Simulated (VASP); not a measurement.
A run of VASP 6.6.1 is set up as follows.

Contents of INCAR:

```
ALGO     = Normal         # electronic algorithm
EDIFF    = 1E-6           # SCF threshold, eV
ENCUT    = 520            # plane-wave cutoff, eV
GGA      = PE             # functional
ISIF     = 2              # what is computed and relaxed
ISMEAR   = -1             # smearing method
LASPH    = T              # aspherical terms in the spheres
LCHARG   = F              # write CHGCAR
LREAL    = F              # projectors in reciprocal space
LWAVE    = F              # write WAVECAR
NBANDS   = 31             # bands
NELM     = 100            # most SCF steps
PREC     = Accurate       # precision mode
SIGMA    = 0.05           # smearing width, eV
```

KPOINTS

```
k-points
0
Gamma
  6 4 4
```

File POSCAR:

```
HPbNO4
1.0
    4.3315705307     -0.0004052638      0.0064436938
   -2.1114140660      5.2762808852     -0.0497157319
   -2.1517175471     -1.8902920261      4.9795872854
H Pb N O
1 1 1 4
Direct
    0.9907300000      0.0333000000      0.9099400000
    0.5027400000      0.8198900000      0.1428700000
    0.0083800000      0.4740800000      0.5026500000
    0.9981600000      0.9274100000      0.0287700000
    0.1946700000      0.7343500000      0.6085200000
    0.8167300000      0.3588200000      0.2455600000
    0.0138100000      0.3312100000      0.6521700000
```

Potentials or basis: VASP PAW PBE potentials, release 64 (H, Pb_d, N, O).

Launch:

```console
$ cat potpaw_PBE.64/H/POTCAR potpaw_PBE.64/Pb_d/POTCAR potpaw_PBE.64/N/POTCAR potpaw_PBE.64/O/POTCAR > POTCAR
$ mpirun -np 1 vasp_std > vasp.out
```

Problem. Predict the largest force.

Solution. 0.636 eV/Å.

Problem. Predict the pressure.

Solution. -2.5 GPa.

Stress tensor (GPa, compression positive):
```
-1.64 -0.02 -0.04
-0.02 -3.11  0.34
-0.04  0.34 -2.90
```
